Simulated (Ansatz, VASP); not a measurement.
One calculation of ZrB, two programs

Contents of INCAR:

```
PREC = Accurate ; ENCUT = 520
EDIFF = 1E-6 ; ISMEAR = -1
SIGMA = 0.05 ; LREAL = False
LASPH = True ; NELM = 150
ALGO = Normal ; ISIF = 2
LWAVE = False ; LCHARG = False
MAGMOM = 0 0 0 0 0 0 ; LORBIT = 11
LSORBIT = True ; GGA_COMPAT = False
LORBMOM = True ; LMAXMIX = 4
GGA = PS ; NBANDS = 27
```

The input KPOINTS:

```
Automatic mesh
0
Gamma
  7 7 5
```

The input POSCAR:

```
ZrB
1.0
    1.9614334600     -1.9857162700      0.0000000000
    1.9614334600      1.9857162700      0.0000000000
    0.0000000000      0.0000000000      4.0139456300
Zr B
1 1
Direct
    0.0000000000      0.0000000000      0.5000000000
    0.5000000000      0.5000000000      0.5000000000
```

input.yaml

```yaml
crystal:
  lattice:
    - [1.96143346, -1.98571627, 0.0]
    - [1.96143346, 1.98571627, 0.0]
    - [0.0, 0.0, 4.01394563]
  atoms:
    - { symbol: Zr, position: [0.0, 0.0, 0.5] }
    - { symbol: B, position: [0.5, 0.5, 0.5] }
hamiltonian:
  xc: pbesol
  pseudopotentials: { kind: paw_fr }
magnetization:
  noncollinear: true
  spin_orbit: true
kpoints:
  mp_grid: { grid: [7, 7, 5] }
  band_path:
    path:
      - [[0.0, 0.0, 0.0], [0.493923015, 0.493923015, 0.0], [0.0, 0.5, 0.0], [0.0, 0.5, 0.5], [0.493923015, 0.493923015, 0.5], [0.0, 0.0, 0.5], [0.0, 0.0, 0.0], [-0.5, 0.5, 0.0], [-0.493923015, 0.506076985, 0.0], [-0.493923015, 0.506076985, 0.5], [-0.5, 0.5, 0.5], [-0.5, 0.5, 0.0]]
      - [[0.0, 0.0, 0.5], [-0.5, 0.5, 0.5]]
    npoints: 14
scf:
  occupations: { method: fermi_dirac, width: 0.05 }
  n_extra_bands: 6
output:
  forces: true
  stress: true
  eigenvalues: true
  fatbands: true
```

Alike in both runs: functional PBEsol; k mesh 7 × 7 × 5; occupations fermi-dirac, width 0.05 eV; non-collinear spin, spin-orbit coupling.

|  | VASP | Ansatz |
| --- | --- | --- |
| version | VASP 6.6.1 | Ansatz 0.2.0 |
| potentials or method | VASP PAW PBE potentials, release 64 (Zr_sv, B) | Ansatz PAW |
| plane-wave cutoff (eV) | 520 | 420 |
| valence electrons in the cell | 15 | 15 |
| task | single point | band structure |

|  | VASP | Ansatz | Ansatz less VASP |
| --- | --- | --- | --- |
| net moment per atom (μB) | 0.00 | 0.00 | 0.000 |

VASP's potentials were made for PBE, not for PBEsol.
